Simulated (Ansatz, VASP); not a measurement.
# One calculation of Te4W, two programs

The input INCAR:

```
  ALGO = Normal
  EDIFF = 1E-6
  EDIFFG = -0.04
  ENCUT = 600
  GGA = PE
  IBRION = 2
  ISIF = 3
  ISMEAR = 0
  LASPH = T
  LCHARG = F
  LREAL = F
  LWAVE = F
  NELM = 80
  NSW = 90
  PREC = Accurate
  SIGMA = 0.1
```

The input KPOINTS:

```
k-points
0
Gamma
  4 4 4
```

The input POSCAR:

```
Te4W
1.0
    0.0000000000      4.2344557500      4.2344557500
    4.2344557500      0.0000000000      4.2344557500
    4.2344557500      4.2344557500      0.0000000000
Te W
4 1
Direct
    0.6135173900      0.6135173900      0.6135173900
    0.6135173900      0.6135173900      0.1594478400
    0.6135173900      0.1594478400      0.6135173900
    0.1594478400      0.6135173900      0.6135173900
    0.2500000000      0.2500000000      0.2500000000
```

Input for Ansatz:

```yaml
crystal:
  lattice:
    - [0.0, 4.23445575, 4.23445575]
    - [4.23445575, 0.0, 4.23445575]
    - [4.23445575, 4.23445575, 0.0]
  atoms:
    - { symbol: Te, position: [0.61351739, 0.61351739, 0.61351739] }
    - { symbol: Te, position: [0.61351739, 0.61351739, 0.15944784] }
    - { symbol: Te, position: [0.61351739, 0.15944784, 0.61351739] }
    - { symbol: Te, position: [0.15944784, 0.61351739, 0.61351739] }
    - { symbol: W, position: [0.25, 0.25, 0.25] }
basis:
  ecutwfc: 420
kpoints:
  mp_grid: { grid: [4, 4, 4] }
hamiltonian:
  xc: pbe
scf:
  occupations: { method: gaussian, width: 0.1 }
  lower_state_search: "off"
output:
  forces: true
  stress: true
  eigenvalues: true
relax:
  adjacent_minimum: "off"
  f_tol: 0.04
  max_steps: 70
  cell: { stress_tol: 0.4 }
```

Alike in both runs: task relaxation of cell and atoms; functional PBE; k mesh 4 × 4 × 4; occupations gaussian, width 0.1 eV; no spin polarisation.

|  | VASP | Ansatz |
| --- | --- | --- |
| version | VASP 6.6.1 | Ansatz 0.2.0 |
| potentials or method | VASP PAW PBE potentials, release 64 (Te, W_sv), cutoff 600 eV | scalar-relativistic, plane waves, PAW |
| valence electrons in the cell | 38 | 78 |

```tsv
	VASP	Ansatz	Ansatz less VASP
gap on the k mesh at the Fermi level, each at its own relaxed structure (eV)	none	none	-
relaxed volume (Å³/atom)	33.00	32.86	-0.130
relaxed length of the cell vector where the two differ most in proportion (Å)	6.156	6.148	-0.0081
```

A gap of «none» marks a metal or a gap that the smearing closes. VASP's potentials hold 38 valence electrons a cell and Ansatz's 78, so a difference there can come from the potentials and not from the codes.

Neither program's run includes spin-orbit coupling.
